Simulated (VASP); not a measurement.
Here is a VASP 6.6.1 calculation.

File INCAR:

```
SYSTEM = Ga
PREC = Accurate ; ENCUT = 520
EDIFF = 1E-7 ; ISMEAR = -1
SIGMA = 0.08 ; LREAL = .False.
LASPH = .True. ; NELM = 60
ALGO = Normal ; ISIF = 2
LWAVE = .False. ; LCHARG = .False.
NBANDS = 26
```

Contents of KPOINTS:

```
regular mesh
0
Gamma
  8 8 12
  0 0 0
```

File POSCAR:

```
Ga
1.0
    4.3055156942      0.0000000000      0.0000000000
   -2.1527578471      3.7286859676      0.0000000000
    0.0000000000      0.0000000000      2.5377426291
Ga
3
Direct
    0.0000000000      0.0000000000      0.0000000000
    0.3333333333      0.6666666667      0.5000000000
    0.6666666667      0.3333333333      0.5000000000
```

Potentials or basis: VASP PAW LDA potentials, release 64 (Ga_d).

The run is started by

```sh
$ cat potpaw_LDA.64/Ga_d/POTCAR > POTCAR
$ mpirun -np 1 vasp_std > vasp.out
```

**Question.** What does it give for the pressure?

**Answer.** 29.5 GPa.

**Question.** Predict the band gap on the k mesh.

**Answer.** Zero (an odd number of electrons rules out a gap without spin polarisation).

Caveat: the cell stands under pressure.
